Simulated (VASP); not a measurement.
# AlNi (Pm-3m) in VASP: a series of runs, part 2 of 2

VASP 6.6.1. The steps go on from the part before.

### 3 Single point, PBE, collinear spin, ferromagnetic start

File INCAR:

```
SYSTEM = AlNi
ALGO = Normal ; EDIFF = 1E-7
ENCUT = 520 ; GGA = PE
ISIF = 2 ; ISMEAR = -1
ISPIN = 2 ; LASPH = .TRUE.
LCHARG = .FALSE. ; LMAXMIX = 4
LORBIT = 11 ; LREAL = .FALSE.
LWAVE = .FALSE. ; MAGMOM = 0 1.5
NBANDS = 18 ; NELM = 150
PREC = Accurate ; SIGMA = 0.05
```

File KPOINTS:

```
k-points
0
G
  4 4 4
  0 0 0
```

File POSCAR:

```
AlNi
1.0
    2.8810000000      0.0000000000      0.0000000000
    0.0000000000      2.8810000000      0.0000000000
    0.0000000000      0.0000000000      2.8810000000
Al Ni
1 1
Direct
    0.0000000000      0.0000000000      0.0000000000
    0.5000000000      0.5000000000      0.5000000000
```

Potentials or basis: VASP PAW PBE potentials, release 64 (Al, Ni).

Command:

```console
$ cat potpaw_PBE.64/Al/POTCAR potpaw_PBE.64/Ni/POTCAR > POTCAR
$ mpirun -np 1 vasp_std > vasp.out
```

OUTCAR:

```text
SYSTEM = AlNi
   EDIFF = 1E-7
   ENCUT = 520
   GGA = PE
   ISIF = 2
   ISMEAR = -1
   ISPIN = 2
   LASPH = .TRUE.
   LORBIT = 11
   LREAL = .FALSE.
   NELM = 150
   PREC = Accurate

 ion  position               nearest neighbor table
   1  0.000  0.000  0.000-   2 2.50   2 2.50   2 2.50   2 2.50   2 2.50   2 2.50   2 2.50   2 2.50

   2  0.500  0.500  0.500-   1 2.50   1 2.50   1 2.50   1 2.50   1 2.50   1 2.50   1 2.50   1 2.50

  LATTYP: Found a simple cubic cell.
 ALAT       =     2.8810000000

  Lattice vectors:

 A1 = (   2.8810000000,   0.0000000000,   0.0000000000)
 A2 = (   0.0000000000,   2.8810000000,   0.0000000000)
 A3 = (   0.0000000000,   0.0000000000,   2.8810000000)

Analysis of symmetry for initial positions (statically):
=====================================================================
 Subroutine PRICEL returns:
 Original cell was already a primitive cell.

 Routine SETGRP: Setting up the symmetry group for a
 simple cubic supercell.

 Subroutine GETGRP returns: Found 48 space group operations
 (whereof 48 operations were pure point group operations)
 out of a pool of 48 trial point group operations.

The static configuration has the point symmetry O_h .

Analysis of symmetry for dynamics (positions and initial velocities):
=====================================================================
 Subroutine PRICEL returns:
 Original cell was already a primitive cell.

 Routine SETGRP: Setting up the symmetry group for a
 simple cubic supercell.

 Subroutine GETGRP returns: Found 48 space group operations
 (whereof 48 operations were pure point group operations)
 out of a pool of 48 trial point group operations.

The dynamic configuration has the point symmetry O_h .

Analysis of structural, dynamic, and magnetic symmetry:
=====================================================================
 Subroutine PRICEL returns:
 Original cell was already a primitive cell.

 Routine SETGRP: Setting up the symmetry group for a
 simple cubic supercell.

 Subroutine GETGRP returns: Found 48 space group operations
 (whereof 48 operations were pure point group operations)
[... 138 lines left out ...]

 val. band max:        9.7028569005   @ k =   0.5000   0.5000   0.2500
 cond. band min:      10.8733283513   @ k =   0.2500   0.0000   0.0000
 fundamental gap:      1.1704714509
 Fermi energy:         9.7600152363

 spin component 1

 k-point     1 :       0.0000    0.0000    0.0000
  band No.  band energies     occupation
      1      -1.1144      1.00000
      2       6.8464      1.00000
      3       6.8464      1.00000
      4       8.5442      1.00000
      5       8.5442      1.00000
      6       8.5442      1.00000
[... 186 lines left out ...]
      4       9.1038      1.00000
      5       9.1038      1.00000
      6      12.0368      0.00000
[... 10 lines left out ...]
     17      41.3345      0.00000
     18      41.3345      0.00000
 Fermi energy:         9.7600152363

 spin component 2

 k-point     1 :       0.0000    0.0000    0.0000
  band No.  band energies     occupation
      1      -1.1144      1.00000
      2       6.8464      1.00000
      3       6.8464      1.00000
      4       8.5442      1.00000
      5       8.5442      1.00000
      6       8.5442      1.00000
[... 187 lines left out ...]
      5       9.1038      1.00000
      6      12.0368      0.00000
[... 10 lines left out ...]
     17      41.3345      0.00000
     18      41.3345      0.00000

------------------------ aborting loop because EDIFF is reached ----------------------------------------

  FORCE on cell =-STRESS in cart. coord.  units (eV):
  Direction    XX          YY          ZZ          XY          YZ          ZX
  --------------------------------------------------------------------------------------
  -------------------------------------------------------------------------------------
  Total        0.1727613      0.1727613      0.1727613      0.0000000      0.0000000     -0.0000000
  in kB       11.5751690     11.5751690     11.5751690      0.0000000      0.0000000     -0.0000000
  external PRESSURE =      11.5751690 kB  Pullay stress =       0.0000000 kB

 VOLUME and BASIS-vectors are now :
 -----------------------------------------------------------------------------
  energy-cutoff  :      520.00
  volume of cell :       23.91
      direct lattice vectors                 reciprocal lattice vectors
     2.881000000  0.000000000  0.000000000     0.347101701  0.000000000  0.000000000
     0.000000000  2.881000000  0.000000000     0.000000000  0.347101701  0.000000000
     0.000000000  0.000000000  2.881000000     0.000000000  0.000000000  0.347101701

 POSITION                                       TOTAL-FORCE (eV/Angst)
 -----------------------------------------------------------------------------------
      0.00000      0.00000      0.00000         0.000000      0.000000      0.000000
      1.44050      1.44050      1.44050         0.000000      0.000000      0.000000
 -----------------------------------------------------------------------------------
    total drift:                                0.000000      0.000000     -0.000000

  FREE ENERGIE OF THE ION-ELECTRON SYSTEM (eV)
  ---------------------------------------------------
  free  energy   TOTEN  =       -10.5813893756 eV

  energy  without entropy=      -10.5700591955  energy(sigma->0) =      -10.57572429

 total charge

# of ion       s       p       d       tot
------------------------------------------
    1        0.382   0.410   0.000   0.792
    2        0.467   0.518   8.488   9.473
--------------------------------------------------
tot          0.849   0.928   8.488  10.265

 magnetization (x)

# of ion       s       p       d       tot
------------------------------------------
    1       -0.000  -0.000   0.000  -0.000
    2        0.000   0.000   0.000   0.000
--------------------------------------------------
tot         -0.000   0.000   0.000   0.000
```

OSZICAR:

```text
N       E                     dE             d eps       ncg     rms          rms(c)
DAV:   1     0.460754477385E+02    0.46075E+02   -0.50171E+03   736   0.755E+02
DAV:   2    -0.902133970672E+01   -0.55097E+02   -0.47361E+02   774   0.159E+02
DAV:   3    -0.117316104938E+02   -0.27103E+01   -0.26140E+01   916   0.369E+01
DAV:   4    -0.117721816150E+02   -0.40571E-01   -0.40529E-01   836   0.394E+00
DAV:   5    -0.117731527040E+02   -0.97109E-03   -0.97099E-03   878   0.656E-01    0.134E+01
DAV:   6    -0.145133465242E+02   -0.27402E+01   -0.38828E+01   858   0.773E+01    0.175E+01
DAV:   7    -0.106178574356E+02    0.38955E+01   -0.12334E+01   866   0.448E+01    0.217E+00
DAV:   8    -0.105948271101E+02    0.23030E-01   -0.48662E-01   918   0.639E+00    0.109E+00
DAV:   9    -0.105822383852E+02    0.12589E-01   -0.32355E-02   912   0.168E+00    0.565E-01
DAV:  10    -0.105815882752E+02    0.65011E-03   -0.13479E-03   874   0.299E-01    0.190E-01
DAV:  11    -0.105813815223E+02    0.20675E-03   -0.49935E-04   822   0.160E-01    0.672E-02
DAV:  12    -0.105813939525E+02   -0.12430E-04   -0.65039E-05   924   0.666E-02    0.360E-02
DAV:  13    -0.105813883995E+02    0.55530E-05   -0.22252E-05   912   0.479E-02    0.737E-03
DAV:  14    -0.105813894236E+02   -0.10241E-05   -0.22968E-06   854   0.123E-02    0.269E-03
DAV:  15    -0.105813893756E+02    0.47974E-07   -0.37410E-08   454   0.174E-03
   1 F= -.10581389E+02 E0= -.10575724E+02  d E =-.113302E-01  mag=     0.0001
```

Run time: 9.3 s. Hardware: 1 thread of Intel Xeon Platinum 8488C (Sapphire Rapids), shared host; peak memory 0.15 GiB.

Results:

```yaml
Free_energy: -10.5814 eV
Pressure: 1.2 GPa
Net_moment: 0.00 μB per cell
Valence_electrons_inside_the_program's_atomic_spheres: Al 0.79; Ni 9.47
```

Caveat: the k points lie up to 0.55 Å⁻¹ apart.

### 4 Single point, PBE, collinear spin, ferromagnetic start

File INCAR:

```
SYSTEM = AlNi
  PREC = Accurate
  ENCUT = 520
  EDIFF = 1E-6
  ISMEAR = -1
  SIGMA = 0.05
  LREAL = .FALSE.
  LASPH = .TRUE.
  NELM = 150
  ALGO = Normal
  ISIF = 2
  LWAVE = .FALSE.
  LCHARG = .FALSE.
  ISPIN = 2
  MAGMOM = 0 1.5
  LORBIT = 11
  LMAXMIX = 4
  GGA = PE
  NBANDS = 18
```

File KPOINTS:

```
regular mesh
0
G
  6 6 6
  0 0 0
```

POSCAR is that of step 3.

Command:

```console
$ cat potpaw_PBE.64/Al/POTCAR potpaw_PBE.64/Ni/POTCAR > POTCAR
$ mpirun -np 1 vasp_std > vasp.out
```

Wall time 13 s (1 thread of Intel Xeon Platinum 8488C (Sapphire Rapids), shared host); peak memory 0.15 GiB.

The run converged. Its results:

```yaml
Free_energy: -10.5129 eV
Pressure: 2.3 GPa
Net_moment: 0.00 μB per cell
Valence_electrons_inside_the_program's_atomic_spheres: Al 0.80; Ni 9.46
```

Levels at points of the mesh, in eV from the Fermi level:
Spin up:
```tsv
k point	band 3	band 4	band 5	band 6	band 7	band 8	band 9	band 10	band 11	band 12
(0.00, 0.00, 0.00)	-3.29	-1.60	-1.60	-1.60	5.46	5.46	5.46	8.08	8.08	13.70
(0.50, 0.00, 0.00)	-2.81	-2.31	-2.31	-1.52	-0.71	8.24	9.98	9.98	10.84	10.84
(0.50, 0.50, 0.00)	-2.93	-2.93	-2.13	-2.13	-1.08	1.43	2.41	12.24	15.09	15.09
(0.50, 0.50, 0.50)	-4.15	-1.05	-1.05	1.96	1.96	1.96	3.65	4.39	4.39	4.39
```
Spin down:
```csv
k point,band 5,band 6,band 7,band 8,band 9,band 10
"(0.00, 0.00, 0.00)",-1.60,-1.60,5.46,5.46,5.46,8.08
"(0.50, 0.00, 0.00)",-2.31,-1.52,-0.71,8.24,9.98,9.98
"(0.50, 0.50, 0.00)",-2.13,-2.13,-1.08,1.43,2.41,12.24
"(0.50, 0.50, 0.50)",-1.05,1.96,1.96,1.96,3.65,4.39
```

Caveat: the k points lie up to 0.36 Å⁻¹ apart.

### 5 Single point, PBE, collinear spin, ferromagnetic start

File INCAR:

```
SYSTEM = AlNi
PREC = Accurate ; ENCUT = 520
EDIFF = 1E-6 ; ISMEAR = -1
SIGMA = 0.05 ; LREAL = .False.
LASPH = .True. ; NELM = 150
ALGO = Normal ; ISIF = 2
LWAVE = .False. ; LCHARG = .False.
ISPIN = 2 ; MAGMOM = 0 1.5
LORBIT = 11 ; LMAXMIX = 4
GGA = PE ; NBANDS = 18
```

File KPOINTS:

```
Automatic mesh
0
Gamma
  8 8 8
  0 0 0
```

POSCAR is that of step 4.

Command:

```console
$ cat potpaw_PBE.64/Al/POTCAR potpaw_PBE.64/Ni/POTCAR > POTCAR
$ mpirun -np 1 vasp_std > vasp.out
```

It took 20 s on 1 thread of Intel Xeon Platinum 8488C (Sapphire Rapids), shared host; peak memory 0.16 GiB.

The run converged. Its results:

```yaml
Free_energy: -10.5364 eV
Pressure: 2.4 GPa
Net_moment: 0.00 μB per cell
Valence_electrons_inside_the_program's_atomic_spheres: Al 0.80; Ni 9.46
```

Levels at points of the mesh, in eV from the Fermi level:
Spin up:
```tsv
k point	band 4	band 5	band 6	band 7	band 8	band 9	band 10	band 11
(0.00, 0.00, 0.00)	-1.47	-1.47	-1.47	5.58	5.58	5.58	8.20	8.20
(0.50, 0.00, 0.00)	-2.17	-2.17	-1.38	-0.57	8.36	10.10	10.10	10.96
(0.50, 0.50, 0.00)	-2.81	-2.00	-2.00	-0.94	1.56	2.54	12.35	15.21
(0.50, 0.50, 0.50)	-0.91	-0.91	2.08	2.08	2.08	3.77	4.52	4.52
```
Spin down:
```tsv
k point	band 3	band 4	band 5	band 6	band 7	band 8	band 9	band 10	band 11	band 12
(0.00, 0.00, 0.00)	-3.15	-1.47	-1.47	-1.47	5.58	5.58	5.58	8.20	8.20	13.82
(0.50, 0.00, 0.00)	-2.68	-2.17	-2.17	-1.38	-0.57	8.36	10.10	10.10	10.96	10.96
(0.50, 0.50, 0.00)	-2.81	-2.81	-2.00	-2.00	-0.94	1.56	2.54	12.35	15.21	15.21
(0.50, 0.50, 0.50)	-4.02	-0.91	-0.91	2.08	2.08	2.08	3.77	4.52	4.52	4.52
```
